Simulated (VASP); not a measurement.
GaSb:

```
CELL_PARAMETERS angstrom
-2.75343 2.75343 1.59071
2.75343 -2.75343 1.59071
2.75343 2.75343 -1.59071
ATOMIC_POSITIONS crystal
Ga 0.25000 0.75000 0.50000
Sb 0.00000 0.00000 0.00000
```

- Program: VASP 6.6.1
- Task: relaxation of cell and atoms
- Functional: PBEsol
- Potentials or basis: VASP PAW PBE potentials, release 64 (Ga_d, Sb)
- Cutoff: 600 eV
- k mesh: 8 × 8 × 8
- Occupations: fermi-dirac, width 0.05 eV
- Spin: no spin polarisation

At the start: pressure -2.9 GPa; volume 24.12 Å³/atom.

Q: Where does the relaxation end?

A: Over 7 steps the energy falls by 10.9 meV/atom and the volume is 22.96 Å³/atom (-4.8 %); space group I-4m2 (No. 119, to 0.05 Å).

The path:
```tsv
step	energy change (eV)	largest force (eV/Å)	pressure (GPa)	volume (Å³)
1	0.0000	0.0000	-2.86	48.24
2	-0.0202	0.0000	0.80	45.29
3	-0.0219	0.0000	-0.04	45.91
4	-0.0218	0.0000	0.07	45.87
5	-0.0219	0.0000	-0.04	45.93
6	-0.0219	0.0000	-0.08	45.93
7	-0.0219	0.0000	-0.02	45.93
```

Final structure:
```
Ga Sb
1.0
    -2.70428    2.70428    1.57006
     2.70428   -2.70428    1.57006
     2.70428    2.70428   -1.57006
Ga Sb
1 1
Direct
  0.25000 0.75000 0.50000
  0.00000 0.00000 0.00000
```

Caveat: the PAW data sets were made with another functional, which shifts forces and pressure a little.
